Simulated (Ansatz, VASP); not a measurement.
# Sn in VASP and in Ansatz

```
Sn
1.0
    -1.82265    1.87439    2.09823
     1.82265   -1.87439    2.09823
     1.82265    1.87439   -2.09823
Sn
1
Direct
  0.00000 0.00000 0.00000
```

Alike in both runs: task single point; functional LDA; k mesh 22 × 22 × 22; occupations gaussian, width 0.15 eV; no spin polarisation.

|  | VASP | Ansatz |
| --- | --- | --- |
| version | VASP 6.6.1 | Ansatz 0.2.0 |
| potentials or method | VASP PAW LDA potentials, release 64 (Sn_d), cutoff 520 eV | scalar-relativistic, plane waves, PAW |
| valence electrons in the cell | 14 | 14 |

```csv
,VASP,Ansatz,Ansatz less VASP
gap on the k mesh at the Fermi level (eV),none,none,-
pressure (GPa),-5.1,-5.1,-0.03
"traceless stress, the component that is largest in VASP (GPa)",0.34,0.35,+0.010
```

LDA's correlation is that of Perdew and Zunger in VASP and of Perdew and Wang (1992) in Ansatz. A gap of «none» marks a metal or a gap that the smearing closes.
